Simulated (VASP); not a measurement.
Input of a VASP 6.6.1 run:

INCAR

```
PREC = Accurate
ENCUT = 520
EDIFF = 1E-6
ISMEAR = -1
SIGMA = 0.1
LREAL = F
LASPH = T
NELM = 80
ALGO = Normal
ISIF = 2
LWAVE = F
LCHARG = F
GGA = PE
NBANDS = 13
```

KPOINTS

```
regular mesh
0
Gamma
  8 8 8
```

POSCAR

```
W
1.0
    0.0000000000      2.0300000000      2.0300000000
    2.0300000000      0.0000000000      2.0300000000
    2.0300000000      2.0300000000      0.0000000000
W
1
Direct
    0.0000000000      0.0000000000      0.0000000000
```

Potentials or basis: VASP PAW PBE potentials, release 64 (W_sv).

Command:

```sh
$ cat potpaw_PBE.64/W_sv/POTCAR > POTCAR
$ mpirun -np 1 vasp_std > vasp.out
```

**Question.** Estimate the band gap on the k mesh.

**Answer.** Zero (band 7 reaches 13.17 eV, above the bottom of band 8 at 9.69 eV).

**Question.** Estimate the pressure.

**Answer.** -3.9 GPa.

Caveat: spin-orbit coupling is left out, which moves the levels of the heavy elements.
